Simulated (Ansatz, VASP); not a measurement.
HfO2: VASP beside Ansatz

The input INCAR:

```
PREC = Accurate
ENCUT = 520
EDIFF = 1E-7
ISMEAR = 0
SIGMA = 0.05
LREAL = F
LASPH = T
NELM = 100
ALGO = Normal
ISIF = 2
LWAVE = F
LCHARG = F
GGA = PS
NBANDS = 18
```

File KPOINTS:

```
Automatic mesh
0
Gamma
  8 8 8
```

POSCAR

```
HfO2
1.0
    0.0000000000      2.4926853104      2.5808315659
    2.4926853104      0.0000000000      2.5808315659
    2.4926853104      2.4926853104      0.0000000000
Hf O
1 2
Direct
   -0.0029392237      0.0029392237      0.0029392237
    0.2663952796      0.2336047204      0.2336047204
    0.7663952796      0.7336047204      0.7336047204
```

Input for Ansatz:

```yaml
crystal:
  lattice:
    - [0.0, 2.4926853104, 2.5808315659]
    - [2.4926853104, 0.0, 2.5808315659]
    - [2.4926853104, 2.4926853104, 0.0]
  atoms:
    - { symbol: Hf, position: [-0.0029392237, 0.0029392237, 0.0029392237] }
    - { symbol: O, position: [0.2663952796, 0.2336047204, 0.2336047204] }
    - { symbol: O, position: [0.7663952796, 0.7336047204, 0.7336047204] }
basis:
  ecutwfc: 520.0
kpoints:
  mp_grid: { grid: [8, 8, 8] }
hamiltonian:
  xc: pbesol
  pseudopotentials: { kind: paw, azcp: { folder: soft_1 } }
scf:
  occupations: { method: gaussian, width: 0.05 }
output:
  forces: true
  stress: true
  eigenvalues: true
```

Change from the starting cell: mode 4 frozen in at -0.083 Å, strain +e along z and -e/2 along x and y +0.0233.

Alike in both runs: task single point; functional PBEsol; k mesh 8 × 8 × 8; occupations gaussian, width 0.05 eV; no spin polarisation.

|  | VASP | Ansatz |
| --- | --- | --- |
| version | VASP 6.6.1 | Ansatz 0.2.0 |
| potentials or method | VASP PAW PBE potentials, release 64 (Hf_pv, O), cutoff 520 eV | scalar-relativistic, plane waves, PAW |
| valence electrons in the cell | 22 | 38 |

Ansatz gave:

| Quantity | Value |
| --- | --- |
| gap on the k mesh at the Fermi level (eV) | 3.45 |
| least direct gap on the mesh (eV) | 3.52 |
| pressure (GPa) | 1.2 |
| traceless stress, the component that is largest in VASP (GPa) | -10.76 |
| rms of the force components (eV/Å) | 0.240 |

Problem. Estimate VASP's values.

Solution. gap on the k mesh at the Fermi level (eV): 3.45; least direct gap on the mesh (eV): 3.53; pressure (GPa): -2.6; traceless stress, the component that is largest in VASP (GPa): -10.97; rms of the force components (eV/Å): 0.232.

VASP's potentials were made for PBE, not for PBEsol, and Ansatz warns of the same on its side. Atom by atom the forces differ by 0.008 eV/Å (rms over components). VASP's potentials hold 22 valence electrons a cell and Ansatz's 38, so a difference there can come from the potentials and not from the codes.

Spin-orbit coupling is off throughout.
